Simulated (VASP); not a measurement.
## LiF: single point with PBE

The system is LiF.

```
Li F
1.0
     3.15996    0.00000    0.00000
    -1.57998    2.73661    0.00000
     0.00000    0.00000    4.79682
Li F
2 2
Direct
  0.33333 0.66667 0.36067
  0.66667 0.33333 0.86067
  0.33333 0.66667 0.99393
  0.66667 0.33333 0.49393
```

This cell differs from its parent crystal: c/a of the conventional cell at fixed volume 1.5180.

- Program: VASP 6.6.1
- Task: single point
- Functional: PBE
- Potentials or basis: VASP PAW PBE potentials, release 64 (Li_sv, F)
- Cutoff: 520 eV
- k mesh: 9 × 9 × 6
- Occupations: gaussian, width 0.05 eV
- Spin: no spin polarisation

```
Largest force          : 0.575 eV/Å
Band gap on the k mesh : 7.65 eV, direct
```

Forces in eV/Å, atoms in the order of the input:
```
Li   0.000  0.000  0.575
Li   0.000  0.000  0.575
F    0.000  0.000 -0.575
F    0.000  0.000 -0.575
```

Levels at points of the mesh, in eV from the valence-band top:
```
           k point  band 6  band 7  band 8  band 9  band 10  band 11  band 12  band 13  band 14  band 15
(0.00, 0.00, 0.00)   -0.37   -0.37   -0.02   -0.02     0.00     7.65    12.03    15.07    18.13    18.13
(0.00, 0.00, 0.50)   -0.98   -0.19   -0.19   -0.19    -0.19     9.29     9.29    17.83    17.83    18.38
```

It took 30 s on 1 thread of AMD EPYC 9R45 (Zen 5), on a shared host, peak memory 0.12 GiB.

 A k mesh can miss the band edges.
